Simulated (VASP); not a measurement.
A run of VASP 6.6.1 is set up as follows.

INCAR

```
SYSTEM = Si
ALGO     = Normal         ! electronic algorithm
EDIFF    = 1E-6           ! SCF threshold, eV
ENCUT    = 500            ! plane-wave cutoff, eV
GGA      = PE             ! functional
GGA_COMPAT= .False.      
ISIF     = 2              ! what is computed and relaxed
ISMEAR   = 0              ! smearing method
LASPH    = .True.         ! aspherical terms in the spheres
LCHARG   = .False.        ! write CHGCAR
LREAL    = .False.        ! projectors in reciprocal space
LWAVE    = .False.        ! write WAVECAR
NBANDS   = 11             ! bands
NELM     = 120            ! most SCF steps
PREC     = Accurate       ! precision mode
SIGMA    = 0.01           ! smearing width, eV
```

KPOINTS

```
k-points
0
Gamma
  6 6 6
  0 0 0
```

The input POSCAR:

```
Si
1.0
    0.0000000000      2.6861484289      2.6861484289
    2.6861484289      0.0000000000      2.6861484289
    2.6861484289      2.6861484289      0.0000000000
Si
2
Direct
    0.7500000000      0.7500000000      0.7500000000
    0.5000000000      0.5000000000      0.5000000000
```

Potentials or basis: VASP PAW PBE potentials, release 64 (Si).

Command:

```sh
$ cat potpaw_PBE.64/Si/POTCAR > POTCAR
$ mpirun -np 1 vasp_std > vasp.out
```

What does it give for the band gap on the k mesh?

0.64 eV, indirect (least direct gap 2.57 eV).

Predict the pressure.

5.4 GPa.

A k mesh can miss the band edges.
